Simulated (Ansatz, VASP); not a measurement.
One calculation of BeS, two programs

INCAR

```
PREC = Accurate
ENCUT = 520
EDIFF = 1E-6
ISMEAR = 0
SIGMA = 0.01
LREAL = False
LASPH = True
NELM = 100
ALGO = Normal
ISIF = 2
LWAVE = False
LCHARG = True
GGA = PE
LELF = True
LVHAR = True
NBANDS = 11
```

Contents of KPOINTS:

```
Automatic mesh
0
Gamma
  8 8 8
```

POSCAR

```
BeS
1.0
    0.0000000000      2.4379188694      2.4379188694
    2.4379188694      0.0000000000      2.4379188694
    2.4379188694      2.4379188694      0.0000000000
Be S
1 1
Direct
    0.0000000000      0.0000000000      0.0000000000
    0.2500000000      0.2500000000      0.2500000000
```

Input for Ansatz:

```yaml
crystal:
  lattice:
    - [0.0, 2.4379188694, 2.4379188694]
    - [2.4379188694, 0.0, 2.4379188694]
    - [2.4379188694, 2.4379188694, 0.0]
  atoms:
    - { symbol: Be, position: [0.0, 0.0, 0.0] }
    - { symbol: S, position: [0.25, 0.25, 0.25] }
kpoints:
  mp_grid: { grid: [8, 8, 8] }
hamiltonian:
  xc: pbe
scf:
  occupations: { method: fixed }
  n_extra_bands: 4
output:
  forces: true
  stress: true
  eigenvalues: true
```

Alike in both runs: task single point; functional PBE; k mesh 8 × 8 × 8; no spin polarisation.

|  | VASP | Ansatz |
| --- | --- | --- |
| version | VASP 6.6.1 | Ansatz 0.2.0 |
| potentials or method | VASP PAW PBE potentials, release 64 (Be, S) | plane waves, PAW |
| plane-wave cutoff (eV) | 520 | 420 |
| occupations | gaussian, width 0.01 eV | fixed |
| valence electrons in the cell | 8 | 8 |

```csv
,VASP,Ansatz,Ansatz less VASP
gap on the k mesh at the Fermi level (eV),3.15,3.14,-0.001
pressure (GPa),0.0,0.0,-0.01
```
